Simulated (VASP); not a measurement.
A run of VASP 6.6.1 is set up as follows.

The input POSCAR:

```
TiTe2
1.0
    4.8470558620      0.0000000000      0.0000000000
    0.0000000000      4.8470558620      0.0000000000
    0.0000000000      0.0000000000      7.0286214217
Ti Te
2 4
Direct
    0.0000000000      0.0000000000      0.0000000000
    0.5000000000      0.5000000000      0.5000000000
    0.0000000000      0.5000000000      0.3015648709
    0.0000000000      0.5000000000      0.8015648709
    0.5000000000      0.0000000000      0.6984351291
    0.5000000000      0.0000000000      0.1984351291
```

INCAR.step1

```
ALGO = Normal
EDIFF = 1E-4
ENCUT = 520
GGA = PE
ISMEAR = 0
LASPH = T
LCHARG = F
LREAL = F
LWAVE = T
NBANDS = 33
NELM = 80
PREC = Accurate
SIGMA = 0.1
```

The input INCAR.step2:

```
ALGO = Normal
EDIFF = 1E-6
ENCUT = 520
ISIF = 2
ISMEAR = 0
ISTART = 1
LASPH = T
LCHARG = F
LMIXTAU = T
LREAL = F
LWAVE = F
METAGGA = R2SCAN
NBANDS = 33
NELM = 80
PREC = Accurate
SIGMA = 0.1
```

Contents of KPOINTS:

```
k-points
0
Gamma
  8 8 6
```

Potentials or basis: VASP PAW PBE potentials, release 64 (Ti_sv, Te).

The run is started by

```bash
$ cat potpaw_PBE.64/Ti_sv/POTCAR potpaw_PBE.64/Te/POTCAR > POTCAR
$ cp INCAR.step1 INCAR
$ mpirun -np 1 vasp_std > vasp.out
$ cp INCAR.step2 INCAR
$ mpirun -np 1 vasp_std > vasp.out
```

Question: Estimate the band gap on the k mesh.

Answer: Zero (bands 24 and 25 overlap by 0.21 eV).

Question: Estimate the pressure.

Answer: 0.1 GPa.

Question: What does it give for the largest force?

Answer: 0.015 eV/Å.

Forces on the atoms (eV/Å):
```
Ti   0.000  0.000  0.000
Ti   0.000  0.000  0.000
Te   0.000  0.000 -0.015
Te   0.000  0.000 -0.015
Te   0.000  0.000  0.015
Te   0.000  0.000  0.015
```

Caveat: the PAW data sets were made with another functional, which shifts forces and pressure a little; spin-orbit coupling is left out, which moves the levels of the heavy elements.
